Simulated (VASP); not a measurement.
# Ti2B (I4/mcm) in VASP: notebook, part 2 of 2

VASP 6.6.1.

## Step 4: Single point, PBE

INCAR

```
  PREC = Accurate
  ENCUT = 520
  EDIFF = 1E-7
  ISMEAR = -1
  SIGMA = 0.1
  LREAL = F
  LASPH = T
  NELM = 80
  ALGO = Normal
  ISIF = 2
  LWAVE = F
  LCHARG = F
  GGA = PE
  NBANDS = 36
```

KPOINTS

```
regular mesh
0
Gamma
  8 8 8
```

POSCAR

```
Ti2B
1.0
   -2.8290690000      2.8290690000      2.3682650000
    2.8290690000     -2.8290690000      2.3682650000
    2.8290690000      2.8290690000     -2.3682650000
Ti B
4 2
Direct
    0.6644000000      0.1644000000      0.8288000000
    0.3356000000      0.8356000000      0.1712000000
    0.8356000000      0.6644000000      0.5000000000
    0.1644000000      0.3356000000      0.5000000000
    0.7500000000      0.7500000000      0.0000000000
    0.2500000000      0.2500000000      0.0000000000
```

Potentials or basis: VASP PAW PBE potentials, release 64 (Ti_sv, B).

On the command line:

```
$ cat potpaw_PBE.64/Ti_sv/POTCAR potpaw_PBE.64/B/POTCAR > POTCAR
$ mpirun -np 1 vasp_std > vasp.out
```

OUTCAR:

```text
PREC = Accurate
   ENCUT = 520
   EDIFF = 1E-7
   ISMEAR = -1
   LREAL = F
   LASPH = T
   NELM = 80
   ISIF = 2
   GGA = PE

 ion  position               nearest neighbor table
   1  0.664  0.164  0.829-   6 2.42   5 2.42   5 2.42   6 2.42   2 2.63   2 2.74   2 2.74
   2  0.336  0.836  0.171-   5 2.42   6 2.42   6 2.42   5 2.42   1 2.63   1 2.74   1 2.74
   3  0.836  0.664  0.500-   6 2.42   5 2.42   5 2.42   6 2.42   4 2.63   4 2.74   4 2.74
   4  0.164  0.336  0.500-   5 2.42   6 2.42   6 2.42   5 2.42   3 2.63   3 2.74   3 2.74
   5  0.750  0.750  0.000-   2 2.42   4 2.42   1 2.42   2 2.42   3 2.42   3 2.42   1 2.42   4 2.42

   6  0.250  0.250  0.000-   3 2.42   2 2.42   1 2.42   2 2.42   4 2.42   4 2.42   3 2.42   1 2.42

  LATTYP: Found a body centered tetragonal cell.
 ALAT       =     5.6581380000
 C/A-ratio  =     0.8371181473

  Lattice vectors:

 A1 = (  -2.8290690000,   2.8290690000,   2.3682650000)
 A2 = (   2.8290690000,  -2.8290690000,   2.3682650000)
 A3 = (   2.8290690000,   2.8290690000,  -2.3682650000)

Analysis of symmetry for initial positions (statically):
=====================================================================
 Subroutine PRICEL returns:
 Original cell was already a primitive cell.

 Routine SETGRP: Setting up the symmetry group for a
 body centered tetragonal supercell.

 Subroutine GETGRP returns: Found 16 space group operations
 (whereof  8 operations were pure point group operations)
 out of a pool of 16 trial point group operations.

The static configuration has the point symmetry C_4h.
 The point group associated with its full space group is D_4h.

Analysis of symmetry for dynamics (positions and initial velocities):
=====================================================================
 Subroutine PRICEL returns:
 Original cell was already a primitive cell.

 Routine SETGRP: Setting up the symmetry group for a
 body centered tetragonal supercell.

 Subroutine GETGRP returns: Found 16 space group operations
 (whereof  8 operations were pure point group operations)
 out of a pool of 16 trial point group operations.

[... 126 lines left out ...]
   IALGO  =     38    algorithm
   IMIX   =      4    mixing-type and parameters
     AMIX     =   0.40;   BMIX     =  1.00
     AMIX_MAG =   1.60;   BMIX_MAG =  1.00
  volume/ion in A,a.u.               =      12.64        85.28
  Fermi-wavevector in a.u.,A,eV,Ry     =   1.461999  2.762777 29.081636  2.137440
  Thomas-Fermi vector in A             =   2.578264
   LORBIT       =      0    0 simple, 1 ext, 2 COOP (PROOUT), +10 PAW based schemes
   GGA     = PE    functional components
   LHFCALC =     F    Hartree Fock is set to
   AEXX    =    0.0000 exact exchange contribution
   IVDW    =     0    specifies the selected vdW correction
   LEPSILON=     F    determine dielectric tensor
   LRPA    =     F    only Hartree local field effects (RPA)
 non-spin polarized calculation
  energy-cutoff  :      520.00
  volume of cell :       75.82
 maximum number of plane-waves:      2057
   NGX = 17   NGY = 17   NGZ = 17

 number of electron      53.9999994 magnetization

 Free energy of the ion-electron system (eV)
  ---------------------------------------------------
  ext. energy  EPLUGINS =         0.00000000
  ---------------------------------------------------
  free energy    TOTEN  =       -47.24355230 eV

  energy without entropy =      -47.04385069  energy(sigma->0) =      -47.14370150

 E-fermi :   8.4270     XC(G=0): -12.1243

 val. band max:        8.4240068007   @ k =  -0.2500  -0.2500   0.1250
 cond. band min:       8.4316233405   @ k =  -0.1250  -0.3750   0.1250
 fundamental gap:      0.0076165398
 Fermi energy:         8.4269949591

 k-point     1 :       0.0000    0.0000    0.0000
  band No.  band energies     occupation
      1     -47.7608      2.00000
      2     -47.6461      2.00000
      3     -47.5600      2.00000
      4     -47.5600      2.00000
      5     -24.2454      2.00000
      6     -24.1188      2.00000
[... 925 lines left out ...]
     35      11.7868      0.00000
     36      11.7868      0.00000

 [... further k-points ...]
[... 5 lines left out ...]
  --------------------------------------------------------------------------------------
  -------------------------------------------------------------------------------------
  Total        0.1421413      0.1421413      0.6433877      0.0000000      0.0000000      0.0000000
  in kB        3.0036790      3.0036790     13.5958375      0.0000000      0.0000000      0.0000000
  external PRESSURE =       6.5343985 kB  Pullay stress =       0.0000000 kB

 VOLUME and BASIS-vectors are now :
 -----------------------------------------------------------------------------
  energy-cutoff  :      520.00
  volume of cell :       75.82
      direct lattice vectors                 reciprocal lattice vectors
    -2.829069000  2.829069000  2.368265000     0.000000000  0.176736587  0.211125022
     2.829069000 -2.829069000  2.368265000     0.176736587  0.000000000  0.211125022
     2.829069000  2.829069000 -2.368265000     0.176736587  0.176736587  0.000000000

 POSITION                                       TOTAL-FORCE (eV/Angst)
 -----------------------------------------------------------------------------------
      0.93020      3.75927      0.00000         0.106471      0.106471      0.000000
      1.89887     -0.93020      2.36827        -0.106471     -0.106471     -0.000000
      0.93020      1.89887      2.36827         0.106471     -0.106471      0.000000
      1.89887      0.93020      0.00000        -0.106471      0.106471      0.000000
      0.00000      0.00000      3.55240         0.000000      0.000000      0.000000
      0.00000      0.00000      1.18413         0.000000      0.000000      0.000000
 -----------------------------------------------------------------------------------
    total drift:                               -0.000000     -0.000000      0.000000

  FREE ENERGIE OF THE ION-ELECTRON SYSTEM (eV)
  ---------------------------------------------------
  free  energy   TOTEN  =       -47.2435523020 eV

  energy  without entropy=      -47.0438506943  energy(sigma->0) =      -47.14370150
```

OSZICAR:

```text
N       E                     dE             d eps       ncg     rms          rms(c)
DAV:   1     0.694984270909E+03    0.69498E+03   -0.26959E+04  4248   0.186E+03
DAV:   2     0.378747035577E+02   -0.65711E+03   -0.64312E+03  4248   0.557E+02
DAV:   3    -0.476301895715E+02   -0.85505E+02   -0.83317E+02  6804   0.173E+02
DAV:   4    -0.564507082114E+02   -0.88205E+01   -0.87701E+01  6328   0.518E+01
DAV:   5    -0.568751655693E+02   -0.42446E+00   -0.42425E+00  6664   0.102E+01    0.234E+01
DAV:   6    -0.471714721003E+02    0.97037E+01   -0.73566E+01  5608   0.513E+01    0.513E+00
DAV:   7    -0.472065815646E+02   -0.35109E-01   -0.62188E+00  5964   0.120E+01    0.437E+00
DAV:   8    -0.472215811909E+02   -0.15000E-01   -0.38230E-01  5880   0.311E+00    0.202E+00
DAV:   9    -0.472408691712E+02   -0.19288E-01   -0.11004E-01  6180   0.202E+00    0.810E-01
DAV:  10    -0.472431028748E+02   -0.22337E-02   -0.46618E-02  5836   0.139E+00    0.146E-01
DAV:  11    -0.472436317240E+02   -0.52885E-03   -0.22442E-03  6736   0.338E-01    0.687E-02
DAV:  12    -0.472435601113E+02    0.71613E-04   -0.54594E-04  6516   0.120E-01    0.244E-02
DAV:  13    -0.472435531971E+02    0.69141E-05   -0.25420E-05  5852   0.435E-02    0.689E-03
DAV:  14    -0.472435518212E+02    0.13759E-05   -0.11315E-05  5532   0.140E-02    0.327E-03
DAV:  15    -0.472435522527E+02   -0.43144E-06   -0.89109E-07  4632   0.563E-03    0.184E-03
DAV:  16    -0.472435523020E+02   -0.49333E-07   -0.13192E-07  2980   0.281E-03
   1 F= -.47243552E+02 E0= -.47143701E+02  d E =-.199702E+00
```

stdout:

```text
POSCAR found type information on POSCAR TiB
 POSCAR found :  2 types and       6 ions
 scaLAPACK will be used
 LDA part: xc-table for (Slater+PW92), standard interpolation
 POSCAR, INCAR and KPOINTS ok, starting setup
 FFT: planning ... GRIDC
 FFT: planning ... GRID_SOFT
 FFT: planning ... GRID
 WAVECAR not read
 entering main loop
```

Run time: 79 s. Hardware: 1 thread of Intel Xeon 6975P-C (Granite Rapids), shared host; peak memory 0.28 GiB.

What came out:

* Free energy: -47.2436 eV
* Pressure: 0.7 GPa
* Largest force: 0.151 eV/Å
* Band gap on the k mesh: zero (band 27 reaches 9.05 eV, above the bottom of band 28 at 8.13 eV)

Forces in eV/Å, atoms in the order of the input:
```
Ti   0.106  0.106  0.000
Ti  -0.106 -0.106  0.000
Ti   0.106 -0.106  0.000
Ti  -0.106  0.106  0.000
B    0.000  0.000  0.000
B    0.000  0.000  0.000
```

Levels at points of the mesh, in eV from the Fermi level:
| k point | band 23 | band 24 | band 25 | band 26 | band 27 | band 28 | band 29 | band 30 | band 31 | band 32 |
| --- | --- | --- | --- | --- | --- | --- | --- | --- | --- | --- |
| (0.00, 0.00, 0.00) | -1.17 | -0.82 | -0.82 | -0.81 | -0.81 | -0.01 | 1.32 | 1.70 | 1.81 | 2.35 |
| (0.50, 0.00, 0.00) | -0.46 | -0.46 | -0.36 | -0.36 | -0.03 | -0.03 | 0.53 | 0.53 | 2.19 | 2.19 |
| (0.50, 0.50, 0.00) | -1.24 | -1.20 | -0.97 | -0.76 | -0.42 | 0.12 | 1.40 | 1.61 | 1.74 | 2.26 |
| (0.50, 0.50, 0.50) | -1.59 | -1.09 | -0.60 | -0.08 | 0.62 | 0.66 | 0.92 | 0.92 | 1.62 | 2.05 |

## Step 5: Summary

```csv
k mesh,gap on the mesh (eV),pressure (GPa),largest force (eV/Å)
5 × 5 × 5,none,0.8,0.12
6 × 6 × 6,none,0.7,0.17
8 × 8 × 8,none,0.7,0.15
```

Alike in all rows: task single point; level PBE; potentials or basis VASP PAW PBE potentials, release 64 (Ti_sv, B); no spin polarisation; cell as given; cutoff (eV) 520; smearing fermi-dirac 0.1 eV.

Every run on the cell as given and a fine mesh finds a metal.

Total energies depend on the potentials used, so only differences within one code and one set of settings carry meaning.
